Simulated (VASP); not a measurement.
Write the native input for VASP 6.6.1 that does the following.

```
Task                   : single point
Functional             : PBE
Potentials or basis    : VASP PAW PBE potentials, release 64 (Rh_pv)
Cutoff                 : 520 eV
k mesh                 : 21 × 21 × 12
Occupations            : gaussian, width 0.15 eV
Spin                   : no spin polarisation
Dipole correction      : no
Further INCAR settings : ALGO = Fast; EDIFF = 1e-06; NBANDS = 22
```

The structure of Rh lies in POSCAR:

```
Rh
1.0
    2.7521518091      0.0000000000      0.0000000000
   -1.3760759046      2.3834333817      0.0000000000
    0.0000000000      0.0000000000      4.1697852059
Rh
2
Direct
    0.6666666667      0.3333333333      0.7500000000
    0.3333333333      0.6666666667      0.2500000000
```

This isn't the form of Rh at room conditions, which is fcc.

One way to write it, as run:

INCAR

```
SYSTEM = Rh
ALGO = Fast
EDIFF = 1E-6
ENCUT = 520
GGA = PE
ISIF = 2
ISMEAR = 0
LASPH = .True.
LCHARG = .True.
LELF = .True.
LREAL = .False.
LVHAR = .True.
LWAVE = .False.
NBANDS = 22
NELM = 100
PREC = Accurate
SIGMA = 0.15
```

KPOINTS

```
k-points
0
Gamma
  21 21 12
  0 0 0
```

Potentials or basis: VASP PAW PBE potentials, release 64 (Rh_pv).

Launch:

```console
$ cat potpaw_PBE.64/Rh_pv/POTCAR > POTCAR
$ mpirun -np 1 vasp_std > vasp.out
```

It gave:

```json
{
  "Pressure": "10.1 GPa",
  "Band gap on the k mesh": "zero (bands 15 and 16 overlap by 2.20 eV)"
}
```

Caveat: the cell stands under pressure.

Run time: 61 s on 1 thread of Intel(R) Xeon(R) 6975P-C (Granite Rapids), with other jobs on the host, peak memory 0.26 GiB.
